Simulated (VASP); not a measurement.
Li2S, 3 atoms in the cell. The structure is cubic, space group Fm-3m (No. 225). The conventional cell has a = 5.655 Å, b = 5.655 Å, c = 5.655 Å, α = 90.00°, β = 90.00°, γ = 90.00°. Within 3.2 Å of Li (site symmetry -43m) lie 4 S at 2.45 Å and 6 Li at 2.83 Å. Within 3.2 Å of S (site symmetry m-3m) lie 8 Li at 2.45 Å. 

| Quantity | Value |
| --- | --- |
| Program | VASP 6.6.1 |
| Task | single point |
| Functional | PBEsol |
| Potentials or basis | VASP PAW PBE potentials, release 64 (Li_sv, S) |
| Cutoff | 750 eV |
| k mesh | 6 × 6 × 6 |
| Occupations | gaussian, width 0.01 eV |
| Spin | no spin polarisation |
| Dipole correction | no |
| Further INCAR settings | ALGO = Normal; EDIFF = 1e-06; NBANDS = 13 |

Potentials or basis: VASP PAW PBE potentials, release 64 (Li_sv, S).

Command:

```bash
$ cat potpaw_PBE.64/Li_sv/POTCAR potpaw_PBE.64/S/POTCAR > POTCAR
$ mpirun -np 1 vasp_std > vasp.out
```

Hardware: 1 thread of Intel(R) Xeon(R) Platinum 8488C (Sapphire Rapids), with other jobs on the host.

Estimate the wall time of this run.

Run time: 15 s on 1 thread of Intel(R) Xeon(R) Platinum 8488C (Sapphire Rapids), on a shared host, peak memory 0.19 GiB. Counts: scf iterations 12, k points 16.
